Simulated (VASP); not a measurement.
Runs of VASP 6.6.1 on Na2F. The structure is that of space group P-3m1 (No. 164), or close to it. The cells are those of the table. 

| task | spin | cell | k mesh | cutoff (eV) | gap on the mesh (eV) | pressure (GPa) | moment (μB) | largest force (eV/Å) |
| --- | --- | --- | --- | --- | --- | --- | --- | --- |
| single point | collinear, ferromagnetic start | a = 3.349, b = 3.349, c = 5.849 Å, angles 90.0, 90.0, 120.0°, 3 atoms | 6 × 6 × 4 | 520 | none | 0.0 | 0.00 | 0.02 |
| single point | off | a = 3.243, b = 3.243, c = 5.540 Å, angles 90.0, 90.0, 120.0°, 3 atoms | 6 × 6 × 4 | 520 | none | 7.0 | - | 1.40 |
| single point | off | a = 3.352, b = 3.352, c = 5.839 Å, angles 90.0, 90.0, 120.0°, 3 atoms | 18 × 18 × 8 | 520 | none | 0.0 | - | 0.01 |
| relaxation of cell and atoms | off | relaxed from a = 3.243, b = 3.243, c = 5.540 Å, angles 90.0, 90.0, 120.0°, 3 atoms | 6 × 6 × 4 | 600 | none | 0.0 | - | 0.03 |
| single point | collinear, ferromagnetic start | a = 3.243, b = 3.243, c = 5.540 Å, angles 90.0, 90.0, 120.0°, 3 atoms | 6 × 6 × 4 | 520 | none | 7.0 | 0.00 | (a) |
| single point | off | a = 3.349, b = 3.349, c = 5.849 Å, angles 90.0, 90.0, 120.0°, 3 atoms | 6 × 6 × 4 | 520 | none | 0.0 | - | 0.02 |

Alike in all rows: level PBE+D3(BJ); potentials or basis VASP PAW PBE potentials, release 64 (Na_pv, F); smearing gaussian 0.1 eV.

Problem. Fill in the values left out.

Solution. (a) 1.41.

Caveats: some runs use coarse meshes; pairwise dispersion overbinds metals, which lowers pressure and volume; an odd number of electrons without spin polarisation forces a metal (some runs); a magnetic or distorted state may lie lower (some runs); forces of over 1 eV/Å act on the atoms, so gaps and moduli don't describe the material at rest (some runs).

A gap of «none» marks levels without a gap at the run's occupations.
